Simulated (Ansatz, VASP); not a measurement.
**H2Se: VASP beside Ansatz**

```
CELL_PARAMETERS angstrom
5.29907 0.00000 0.00000
0.00000 5.29907 0.00000
0.00000 0.00000 3.01992
ATOMIC_POSITIONS crystal
H 0.36790 0.36790 0.00000
H 0.13210 0.86790 0.50000
H 0.63210 0.63210 0.00000
H 0.86790 0.13210 0.50000
Se 0.00000 0.00000 0.00000
Se 0.50000 0.50000 0.50000
```

Alike in both runs: functional PBE; k mesh 6 × 6 × 12; occupations gaussian, width 0.1 eV; no spin polarisation.

Ansatz relaxed the structure, and its values are those at the end. VASP's run is a single point on that final structure, the one shown.

```csv
,VASP,Ansatz
version,VASP 6.6.1,Ansatz 0.2.0
potentials or method,"VASP PAW PBE potentials, release 64 (H, Se), cutoff 520 eV","scalar-relativistic, plane waves, PAW"
valence electrons in the cell,16,36
```

```tsv
	VASP	Ansatz	Ansatz less VASP
gap on the k mesh at the Fermi level (eV)	none	none	-
pressure (GPa)	0.0	0.0	0.00
rms of the force components (eV/Å)	0.006	0.003	-0.0033
```

A gap of «none» marks a metal or a gap that the smearing closes. VASP's potentials hold 16 valence electrons a cell and Ansatz's 36, so a difference there can come from the potentials and not from the codes.
